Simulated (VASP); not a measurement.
Runs of VASP 6.6.1 on Ga3SbN2. The structure is that of space group P6/mmm (No. 191), or close to it. The cells are those of the table. 

```tsv
task	cell	k mesh	cutoff (eV)	gap on the mesh (eV)	pressure (GPa)	relaxed volume (Å³/atom)
relaxation of cell and atoms	relaxed from a = 5.863, b = 5.863, c = 2.924 Å, angles 90.0, 90.0, 120.0°, 6 atoms	6 × 6 × 12	600	none	0.0	(a)
relaxation of cell and atoms	relaxed from a = 5.998, b = 5.998, c = 3.293 Å, angles 90.0, 90.0, 120.0°, 6 atoms	3 × 3 × 6	600	none	-0.1	14.54
single point	a = 5.840, b = 5.840, c = 2.955 Å, angles 90.0, 90.0, 120.0°, 6 atoms	6 × 6 × 12	520	none	0.2	-
single point	a = 5.998, b = 5.998, c = 3.293 Å, angles 90.0, 90.0, 120.0°, 6 atoms	3 × 3 × 6	520	none	-11.8	-
single point	a = 5.863, b = 5.863, c = 2.924 Å, angles 90.0, 90.0, 120.0°, 6 atoms	3 × 3 × 6	520	none	0.2	-
```

Alike in all rows: level PBE; potentials or basis VASP PAW PBE potentials, release 64 (Ga_d, Sb, N); no spin polarisation; smearing gaussian 0.1 eV.

Fill in the values left out.

(a) 14.57.

Caveats: some runs use coarse meshes; spin-orbit coupling is left out, which moves the levels of the heavy elements.

A k mesh can miss the band edges, and the runs leave out spin-orbit coupling on Ga, Sb.

A gap of «none» marks levels without a gap at the run's occupations.
